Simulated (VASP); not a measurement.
# PbI2 (P-3m1) in VASP: a series of runs

PbI2 is run at these levels: PBE; tasks: single point, relaxation of shape and atoms at fixed volume, relaxation of cell and atoms.

Program: VASP 6.6.1. These are calculated values, not measurements. Logs are shortened: lines on timing, memory, paths and dates and some standing lists are left out, and cuts for length are marked.

### 1 The cell of the first run

The structure is trigonal, space group P-3m1 (No. 164). Conventional cell: a = 4.437 Å, b = 4.437 Å, c = 6.587 Å, α = 90.00°, β = 90.00°, γ = 120.00°. Pb (site symmetry -3m) has 6 I at 3.17 Å within 4.2 Å. I (site symmetry 3m) has 3 Pb at 3.17 Å and 3 I at 3.84 Å within 4.2 Å.

### 2 Single point, PBE (strained)

File INCAR:

```
ALGO = Normal
EDIFF = 1E-6
ENCUT = 500
GGA = PE
GGA_COMPAT = False
ISIF = 2
ISMEAR = 0
LASPH = True
LCHARG = False
LREAL = False
LWAVE = False
NBANDS = 21
NELM = 120
PREC = Accurate
SIGMA = 0.02
```

File KPOINTS:

```
k-points
0
Gamma
  9 9 4
```

File POSCAR:

```
PbI2
1.0
    4.4373006078      0.0000000000      0.0000000000
   -2.2186503039      3.8428150506      0.0000000000
    0.0000000000      0.0000000000      6.5874043200
Pb I
1 2
Direct
    0.0000000000      0.0000000000      0.0000000000
    0.3333333333      0.6666666667      0.2825540328
    0.6666666667      0.3333333333      0.7174459672
```

Potentials or basis: VASP PAW PBE potentials, release 64 (Pb_d, I).

Command:

```console
> cat potpaw_PBE.64/Pb_d/POTCAR potpaw_PBE.64/I/POTCAR > POTCAR
> mpirun -np 1 vasp_std > vasp.out
```

OUTCAR:

```text
EDIFF = 1E-6
   ENCUT = 500
   GGA = PE
   ISIF = 2
   ISMEAR = 0
   LASPH = True
   LREAL = False
   NELM = 120
   PREC = Accurate

 ion  position               nearest neighbor table
   1  0.000  0.000  0.000-   2 3.17   3 3.17   3 3.17   2 3.17   3 3.17   2 3.17
   2  0.333  0.667  0.283-   1 3.17   1 3.17   1 3.17
   3  0.667  0.333  0.717-   1 3.17   1 3.17   1 3.17

  LATTYP: Found a hexagonal cell.
 ALAT       =     4.4373006078
 C/A-ratio  =     1.4845521866

  Lattice vectors:

 A1 = (   4.4373006078,   0.0000000000,   0.0000000000)
 A2 = (  -2.2186503039,   3.8428150506,   0.0000000000)
 A3 = (   0.0000000000,   0.0000000000,   6.5874043200)

Analysis of symmetry for initial positions (statically):
=====================================================================
 Subroutine PRICEL returns:
 Original cell was already a primitive cell.

 Routine SETGRP: Setting up the symmetry group for a
 hexagonal supercell.

 Subroutine GETGRP returns: Found 12 space group operations
 (whereof 12 operations were pure point group operations)
 out of a pool of 24 trial point group operations.

The static configuration has the point symmetry D_3d.

Analysis of symmetry for dynamics (positions and initial velocities):
=====================================================================
 Subroutine PRICEL returns:
 Original cell was already a primitive cell.

 Routine SETGRP: Setting up the symmetry group for a
 hexagonal supercell.

 Subroutine GETGRP returns: Found 12 space group operations
 (whereof 12 operations were pure point group operations)
 out of a pool of 24 trial point group operations.

The dynamic configuration has the point symmetry D_3d.

 Subroutine INISYM returns: Found 12 space group operations
 (whereof 12 operations are pure point group operations),
 and found     1 'primitive' translations

----------------------------------------------------------------------------------------

                                     Primitive cell

  volume of cell :     112.3266

  direct lattice vectors                    reciprocal lattice vectors
     4.437300608  0.000000000  0.000000000     0.225362239  0.130112949  0.000000000
    -2.218650304  3.842815051  0.000000000     0.000000000  0.260225899  0.000000000
     0.000000000  0.000000000  6.587404320     0.000000000  0.000000000  0.151804861

  length of vectors
     4.437300608  4.437300608  6.587404320     0.260225899  0.260225899  0.151804861

  position of ions in fractional coordinates (direct lattice)
     0.000000000  0.000000000  0.000000000
     0.333333333  0.666666667  0.282554033
     0.666666667  0.333333333  0.717445967

  ion indices of the primitive-cell ions
   primitive index   ion index
                 1           1
                 2           2
                 3           3

----------------------------------------------------------------------------------------

 KPOINTS: k-points

Automatic generation of k-mesh.
 Grid dimensions read from file:
 generate k-points for:    9    9    4

 Generating k-lattice:

  Cartesian coordinates                     Fractional coordinates (reciprocal lattice)
     0.025040249  0.014456994  0.000000000     0.111111111  0.000000000  0.000000000
     0.000000000  0.028913989  0.000000000     0.000000000  0.111111111  0.000000000
     0.000000000  0.000000000  0.037951215     0.000000000  0.000000000  0.250000000

  Length of vectors
     0.028913989  0.028913989  0.037951215

  Shift w.r.t. Gamma in fractional coordinates (k-lattice)
     0.000000000  0.000000000  0.000000000

 Subroutine IBZKPT returns following result:
 ===========================================

 Found     43 irreducible k-points:

 Following reciprocal coordinates:
            Coordinates               Weight
  0.000000  0.000000  0.000000      1.000000
  0.111111 -0.000000  0.000000      6.000000
  0.222222 -0.000000  0.000000      6.000000
  0.333333  0.000000  0.000000      6.000000
  0.444444 -0.000000  0.000000      6.000000
  0.111111  0.111111  0.000000      6.000000
[... 16 lines left out ...]
  0.222222  0.111111  0.250000     12.000000
 -0.111111  0.333333  0.250000     12.000000
 [... further k-points ...]
   k-points           NKPTS =     43   k-points in BZ     NKDIM =     43   number of bands    NBANDS=     21
   number of dos      NEDOS =    301   number of ions     NIONS =      3
   total plane-waves  NPLWV =  49152
   dimension x,y,z NGX =    32 NGY =   32 NGZ =   48
   dimension x,y,z NGXF=    64 NGYF=   64 NGZF=   96
   ions per type =               1   2
   NGX,Y,Z   is equivalent  to a cutoff of  11.99, 11.99, 12.11 a.u.
   NGXF,Y,Z  is equivalent  to a cutoff of  23.98, 23.98, 24.23 a.u.
 SYSTEM =  unknown system
   PREC   = accura    normal or accurate (medium, high low for compatibility)
   ISTART =      0    job   : 0-new  1-cont  2-samecut
   ICHARG =      2    charge: 1-file 2-atom 10-const
   ISPIN  =      1    spin polarized calculation?
   LNONCOLLINEAR =      F non collinear calculations
   LSORBIT =      F    spin-orbit coupling
   LASPH  =      T    aspherical Exc in radial PAW
   ENCUT  =  500.0 eV  36.75 Ry    6.06 a.u.   8.09  8.09 12.01*2*pi/ulx,y,z
   NELM   =    120;   NELMIN=  2; NELMDL= -5     # of ELM steps
   EDIFF  = 0.1E-05   stopping-criterion for ELM
   LREAL  =      F    real-space projection
[... 7 lines left out ...]
   TEBEG  =    0.0;   TEEND  =   0.0 temperature during run
   PSTRESS=    0.0 pullay stress
   NELECT =      28.0000    total number of electrons
   NUPDOWN=      -1.0000    fix difference up-down
   EMIN   =  10.00;   EMAX   =-10.00  energy-range for DOS
   EFERMI =   0.00;   METHOD = LEGACY
   ISMEAR =     0;   SIGMA  =   0.02  broadening in eV -4-tet -1-fermi 0-gaus
   EFERMI_NEDOS =   21; number of points for ismear=-14 and -15
   IALGO  =     38    algorithm
   IMIX   =      4    mixing-type and parameters
     AMIX     =   0.40;   BMIX     =  1.00
     AMIX_MAG =   1.60;   BMIX_MAG =  1.00
  volume/ion in A,a.u.               =      37.44       252.67
  Fermi-wavevector in a.u.,A,eV,Ry     =   1.030307  1.946998 14.443025  1.061532
  Thomas-Fermi vector in A             =   2.164398
   LORBIT       =      0    0 simple, 1 ext, 2 COOP (PROOUT), +10 PAW based schemes
   GGA     = PE    functional components
   LHFCALC =     F    Hartree Fock is set to
   AEXX    =    0.0000 exact exchange contribution
   IVDW    =     0    specifies the selected vdW correction
   LEPSILON=     F    determine dielectric tensor
   LRPA    =     F    only Hartree local field effects (RPA)
 non-spin polarized calculation
 Gauss-broadening in eV      SIGMA  =   0.02
  energy-cutoff  :      500.00
  volume of cell :      112.33
 maximum number of plane-waves:      2872
   NGX = 17   NGY = 17   NGZ = 25

 number of electron      28.0000000 magnetization

 Free energy of the ion-electron system (eV)
  ---------------------------------------------------
  ext. energy  EPLUGINS =         0.00000000
  ---------------------------------------------------
  free energy    TOTEN  =        -8.35142782 eV

  energy without entropy =       -8.35142782  energy(sigma->0) =       -8.35142782

 E-fermi :   4.2674     XC(G=0):  -8.6636

 val. band max:        4.1155695067   @ k =   0.0000   0.0000   0.5000
 cond. band min:       6.0626334073   @ k =   0.0000   0.0000   0.5000
 fundamental gap:      1.9470639006
 Fermi energy:         4.2674097108

 k-point     1 :       0.0000    0.0000    0.0000
  band No.  band energies     occupation
      1     -12.3216      2.00000
      2     -12.3216      2.00000
      3     -12.2993      2.00000
      4     -12.2906      2.00000
      5     -12.2906      2.00000
      6      -8.8359      2.00000
[... 13 lines left out ...]
     20      11.3985      0.00000
     21      11.8363      0.00000

 k-point     2 :       0.1111   -0.0000    0.0000
  band No.  band energies     occupation
      1     -12.3277      2.00000
      2     -12.3194      2.00000
      3     -12.2975      2.00000
      4     -12.2921      2.00000
      5     -12.2899      2.00000
      6      -8.7689      2.00000
[... 13 lines left out ...]
     20      11.3040      0.00000
     21      11.7206      0.00000

 k-point     3 :       0.2222   -0.0000    0.0000
  band No.  band energies     occupation
      1     -12.3443      2.00000
      2     -12.3150      2.00000
      3     -12.2974      2.00000
      4     -12.2902      2.00000
      5     -12.2868      2.00000
      6      -8.5805      2.00000
[... 13 lines left out ...]
     20      11.8599      0.00000
     21      11.9783      0.00000

 k-point     4 :       0.3333    0.0000    0.0000
  band No.  band energies     occupation
      1     -12.3639      2.00000
      2     -12.3124      2.00000
      3     -12.3006      2.00000
      4     -12.2837      2.00000
      5     -12.2809      2.00000
      6      -8.3150      2.00000
[... 13 lines left out ...]
     20      12.6092      0.00000
     21      12.6399      0.00000

 k-point     5 :       0.4444   -0.0000    0.0000
  band No.  band energies     occupation
      1     -12.3767      2.00000
      2     -12.3117      2.00000
      3     -12.3027      2.00000
      4     -12.2793      2.00000
      5     -12.2759      2.00000
      6      -8.0733      2.00000
[... 13 lines left out ...]
     20      13.3057      0.00000
     21      13.6907      0.00000
[... 382 lines left out ...]
     20      12.6477      0.00000
     21      12.9189      0.00000

 k-point    22 :       0.1111    0.1111    0.2500
  band No.  band energies     occupation
      1     -12.3382      2.00000
      2     -12.3175      2.00000
      3     -12.2944      2.00000
      4     -12.2942      2.00000
      5     -12.2874      2.00000
      6      -8.5339      2.00000
[... 13 lines left out ...]
     20      11.0986      0.00000
     21      12.0102      0.00000

 k-point    23 :       0.2222    0.1111    0.2500
  band No.  band energies     occupation
      1     -12.3543      2.00000
      2     -12.3166      2.00000
      3     -12.2972      2.00000
      4     -12.2896      2.00000
      5     -12.2817      2.00000
      6      -8.3187      2.00000
[... 13 lines left out ...]
     20      11.7784      0.00000
     21      13.0414      0.00000

 k-point    24 :      -0.1111    0.3333    0.2500
  band No.  band energies     occupation
      1     -12.3544      2.00000
      2     -12.3166      2.00000
      3     -12.2973      2.00000
      4     -12.2895      2.00000
      5     -12.2816      2.00000
      6      -8.3186      2.00000
[... 13 lines left out ...]
     20      11.4505      0.00000
     21      12.0628      0.00000

 [... further k-points ...]

------------------------ aborting loop because EDIFF is reached ----------------------------------------

  FORCE on cell =-STRESS in cart. coord.  units (eV):
  Direction    XX          YY          ZZ          XY          YZ          ZX
  --------------------------------------------------------------------------------------
  -------------------------------------------------------------------------------------
  Total        2.9053019      2.9053019      3.2479941      0.0000000      0.0000000      0.0000000
  in kB       41.4399481     41.4399481     46.3279584      0.0000000      0.0000000      0.0000000
  external PRESSURE =      43.0692848 kB  Pullay stress =       0.0000000 kB

 VOLUME and BASIS-vectors are now :
 -----------------------------------------------------------------------------
  energy-cutoff  :      500.00
  volume of cell :      112.33
      direct lattice vectors                 reciprocal lattice vectors
     4.437300608  0.000000000  0.000000000     0.225362239  0.130112949  0.000000000
    -2.218650304  3.842815051  0.000000000     0.000000000  0.260225899  0.000000000
     0.000000000  0.000000000  6.587404320     0.000000000  0.000000000  0.151804861

 POSITION                                       TOTAL-FORCE (eV/Angst)
 -----------------------------------------------------------------------------------
      0.00000      0.00000      0.00000        -0.000000      0.000000     -0.000000
     -0.00000      2.56188      1.86130         0.000000     -0.000000      0.162250
      2.21865      1.28094      4.72611         0.000000      0.000000     -0.162250
 -----------------------------------------------------------------------------------
    total drift:                                0.000000     -0.000000     -0.000000

  FREE ENERGIE OF THE ION-ELECTRON SYSTEM (eV)
  ---------------------------------------------------
  free  energy   TOTEN  =        -8.3514278224 eV

  energy  without entropy=       -8.3514278224  energy(sigma->0) =       -8.35142782
```

Run time: 51 s. Hardware: 1 thread of AMD EPYC 7R13 (Zen 3), shared host; peak memory 0.23 GiB.

What came out:

| Property | Result |
| --- | --- |
| Free energy | -8.3514 eV |
| Pressure | 4.3 GPa |
| Largest force | 0.162 eV/Å |
| Band gap on the k mesh | 1.95 eV |

Forces in eV/Å, atoms in the order of the input:
```
Pb   0.000  0.000  0.000
I    0.000  0.000  0.162
I    0.000  0.000 -0.162
```

Caveat: the cell differs from its parent crystal (strained); the cell stands under pressure; spin-orbit coupling is left out, which moves the levels of the heavy elements; an odd mesh through Γ misses points on the zone boundary, where band edges can lie; this functional lacks dispersion, which binds the layers, so the pressure and a relaxed spacing across them are unreliable.

### 3 Relaxation of shape and atoms at fixed volume, PBE (47.14 Å³/atom)

This run uses another cell than the first one, of 47.14 Å³/atom.

File INCAR:

```
SYSTEM = PbI2
PREC = Accurate ; ENCUT = 500
EDIFF = 1E-7 ; ISMEAR = 0
SIGMA = 0.02 ; LREAL = .FALSE.
LASPH = .TRUE. ; NELM = 120
ALGO = Normal ; ISIF = 4
LWAVE = .FALSE. ; LCHARG = .FALSE.
GGA = PE ; IBRION = 2
NSW = 50 ; EDIFFG = -0.01
GGA_COMPAT = .FALSE. ; NELMIN = 4
```

File KPOINTS:

```
regular mesh
0
G
  6 6 4
  0 0 0
```

File POSCAR:

```
PbI2
1.0
    4.6312862921      0.0000000000      0.0000000000
   -2.3156431461      4.0108115811      0.0000000000
    0.0000000000      0.0000000000      7.6126895901
Pb I
1 2
Direct
    0.0000000000      0.0000000000      0.0000000000
    0.3333333333      0.6666666667      0.2412822959
    0.6666666667      0.3333333333      0.7587177041
```

Potentials or basis: VASP PAW PBE potentials, release 64 (Pb_d, I).

Command:

```console
> cat potpaw_PBE.64/Pb_d/POTCAR potpaw_PBE.64/I/POTCAR > POTCAR
> mpirun -np 1 vasp_std > vasp.out
```

OUTCAR:

```text
SYSTEM = PbI2
   PREC = Accurate
   ENCUT = 500
   EDIFF = 1E-7
   ISMEAR = 0
   LREAL = .FALSE.
   LASPH = .TRUE.
   NELM = 120
   ISIF = 4
   GGA = PE
   IBRION = 2
   NSW = 50
   EDIFFG = -0.01
   NELMIN = 4

 ion  position               nearest neighbor table
   1  0.000  0.000  0.000-   2 3.24   3 3.24   2 3.24   3 3.24   3 3.24   2 3.24
   2  0.333  0.667  0.241-   1 3.24   1 3.24   1 3.24
   3  0.667  0.333  0.759-   1 3.24   1 3.24   1 3.24

  LATTYP: Found a hexagonal cell.
 ALAT       =     4.6312862921
 C/A-ratio  =     1.6437527525

  Lattice vectors:

 A1 = (   4.6312862921,   0.0000000000,   0.0000000000)
 A2 = (  -2.3156431461,   4.0108115811,   0.0000000000)
[... 185 lines left out ...]
  --------------------------------------------------------------------------------------
  -------------------------------------------------------------------------------------
  Total        0.6112917      0.6112917      0.6024864     -0.0000000      0.0000000      0.0000000
  in kB        6.9260735      6.9260735      6.8263067     -0.0000000      0.0000000      0.0000000
  external PRESSURE =       6.8928179 kB  Pullay stress =       0.0000000 kB
[... 209 lines left out ...]
--------------------------------------- Ionic step        7  -------------------------------------------

 number of electron      27.9999997 magnetization

 Free energy of the ion-electron system (eV)
  ---------------------------------------------------
  ext. energy  EPLUGINS =         0.00000000
  ---------------------------------------------------
  free energy    TOTEN  =        -8.61862932 eV

  energy without entropy =       -8.61862932  energy(sigma->0) =       -8.61862932

 E-fermi :   1.5122     XC(G=0):  -7.5574

 val. band max:        1.4080024978   @ k =   0.1667  -0.0000   0.2500
 cond. band min:       3.8112920846   @ k =   0.0000   0.0000   0.5000
 fundamental gap:      2.4032895867
 Fermi energy:         1.5122178011

 k-point     1 :       0.0000    0.0000    0.0000
  band No.  band energies     occupation
      1     -14.5315      2.00000
      2     -14.5315      2.00000
      3     -14.5252      2.00000
      4     -14.5170      2.00000
      5     -14.5170      2.00000
      6     -10.2860      2.00000
[... 523 lines left out ...]
  FREE ENERGIE OF THE ION-ELECTRON SYSTEM (eV)
  ---------------------------------------------------
  free  energy   TOTEN  =        -8.6186293246 eV

  energy  without entropy=       -8.6186293246  energy(sigma->0) =       -8.61862932

 reached required accuracy - stopping structural energy minimisation
```

OSZICAR:

```text
N       E                     dE             d eps       ncg     rms          rms(c)
DAV:   1     0.229196951252E+03    0.22920E+03   -0.11571E+04   864   0.131E+03
DAV:   2     0.120976382354E+02   -0.21710E+03   -0.21088E+03  1018   0.317E+02
DAV:   3    -0.808130179138E+01   -0.20179E+02   -0.20069E+02  1080   0.106E+02
DAV:   4    -0.880275982055E+01   -0.72146E+00   -0.72062E+00  1208   0.256E+01
[... 65 lines left out ...]
DAV:   6    -0.861862540550E+01   -0.87506E-05   -0.77459E-06   902   0.217E-02    0.648E-03
DAV:   7    -0.861862881289E+01   -0.34074E-05   -0.28028E-06   948   0.119E-02    0.345E-03
DAV:   8    -0.861862919422E+01   -0.38133E-06   -0.54638E-07   782   0.502E-03    0.101E-03
DAV:   9    -0.861862931432E+01   -0.12011E-06   -0.16301E-07   738   0.328E-03    0.245E-04
DAV:  10    -0.861862932457E+01   -0.10242E-07   -0.10315E-08   472   0.116E-03
   7 F= -.86186293E+01 E0= -.86186293E+01  d E =-.801655E-03
```

Wall time 2.5 min (1 thread of Intel Xeon 6975P-C (Granite Rapids), shared host); peak memory 0.28 GiB.

Results:

```yaml
Free_energy: -8.6186 eV
Energy_gained_by_relaxing: 2.4 meV/atom
Ionic_steps: 7
Pressure_after_relaxing: 0.1 GPa
Band_gap_on_the_k_mesh: 2.40 eV (least direct gap 2.45 eV)
```

Step by step:
| step | energy change (eV) | largest force (eV/Å) | pressure (GPa) | volume (Å³) |
| --- | --- | --- | --- | --- |
| 1 | 0.0000 | 0.1490 | 0.69 | 141.41 |
| 2 | -0.0020 | 0.1238 | 0.61 | 141.41 |
| 3 | -0.0057 | 0.0491 | 0.37 | 141.41 |
| 4 | -0.0037 | 0.0964 | -0.10 | 141.41 |
| 5 | -0.0064 | 0.0015 | 0.20 | 141.41 |
| 6 | -0.0068 | 0.0004 | 0.19 | 141.41 |
| 7 | -0.0072 | 0.0016 | 0.14 | 141.41 |

Final structure:
```
CELL_PARAMETERS angstrom
4.65983 0.00000 0.00000
-2.32992 4.03553 0.00000
0.00000 0.00000 7.51971
ATOMIC_POSITIONS crystal
Pb 0.00000 0.00000 0.00000
I 0.33333 0.66667 0.24767
I 0.66667 0.33333 0.75233
```

Caveat: spin-orbit coupling is left out, which moves the levels of the heavy elements; this functional lacks dispersion, which binds the layers, so the pressure and a relaxed spacing across them are unreliable.

[end of part 1 of 2]
